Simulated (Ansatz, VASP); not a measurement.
Li in VASP and in Ansatz

Contents of INCAR:

```
PREC     = Accurate       # precision mode
ENCUT    = 600            # plane-wave cutoff, eV
EDIFF    = 1E-6           # SCF threshold, eV
ISMEAR   = 0              # smearing method
SIGMA    = 0.1            # smearing width, eV
LREAL    = False          # projectors in reciprocal space
LASPH    = True           # aspherical terms in the spheres
NELM     = 60             # most SCF steps
ALGO     = Normal         # electronic algorithm
ISIF     = 3              # what is computed and relaxed
LWAVE    = False          # write WAVECAR
LCHARG   = False          # write CHGCAR
GGA      = PE             # functional
IBRION   = 2              # ionic algorithm
NSW      = 100            # ionic steps
EDIFFG   = -0.005         # ionic threshold
```

The input KPOINTS:

```
Automatic mesh
0
Gamma
  16 16 16
```

The input POSCAR:

```
Li
1.0
    0.0000000000      2.1668323349      2.1668323349
    2.1668323349      0.0000000000      2.1668323349
    2.1668323349      2.1668323349      0.0000000000
Li
1
Direct
    0.0000000000      0.0000000000      0.0000000000
```

Input for Ansatz:

```yaml
crystal:
  lattice:
    - [0.0, 2.1668323349, 2.1668323349]
    - [2.1668323349, 0.0, 2.1668323349]
    - [2.1668323349, 2.1668323349, 0.0]
  atoms:
    - { symbol: Li, position: [0.0, 0.0, 0.0] }
basis:
  ecutwfc: 420
kpoints:
  mp_grid: { grid: [16, 16, 16] }
hamiltonian:
  xc: pbe
scf:
  occupations: { method: gaussian, width: 0.1 }
output:
  forces: true
  stress: true
  eigenvalues: true
relax:
  adjacent_minimum: "off"
  f_tol: 0.005
  max_steps: 80
  cell: { stress_tol: 0.05 }
```

Alike in both runs: task relaxation of cell and atoms; functional PBE; k mesh 16 × 16 × 16; occupations gaussian, width 0.1 eV; no spin polarisation.

|  | VASP | Ansatz |
| --- | --- | --- |
| version | VASP 6.6.1 | Ansatz 0.2.0 |
| potentials or method | VASP PAW PBE potentials, release 64 (Li_sv), cutoff 600 eV | scalar-relativistic, plane waves, PAW |
| valence electrons in the cell | 3 | 3 |

Ansatz gave:

| Quantity | Value |
| --- | --- |
| gap on the k mesh at the Fermi level, each at its own relaxed structure (eV) | none |
| relaxed volume (Å³/atom) | 20.19 |
| relaxed cell length with the largest relative difference (Å) | 3.057 |

Question: Which values does VASP return?

Answer: gap on the k mesh at the Fermi level, each at its own relaxed structure (eV): none; relaxed volume (Å³/atom): 20.05; relaxed cell length with the largest relative difference (Å): 3.049.

A gap of «none» marks a metal or a gap that the smearing closes.

Noted on VASP's run: the cutoff is short for stress, so the pressure is rough.
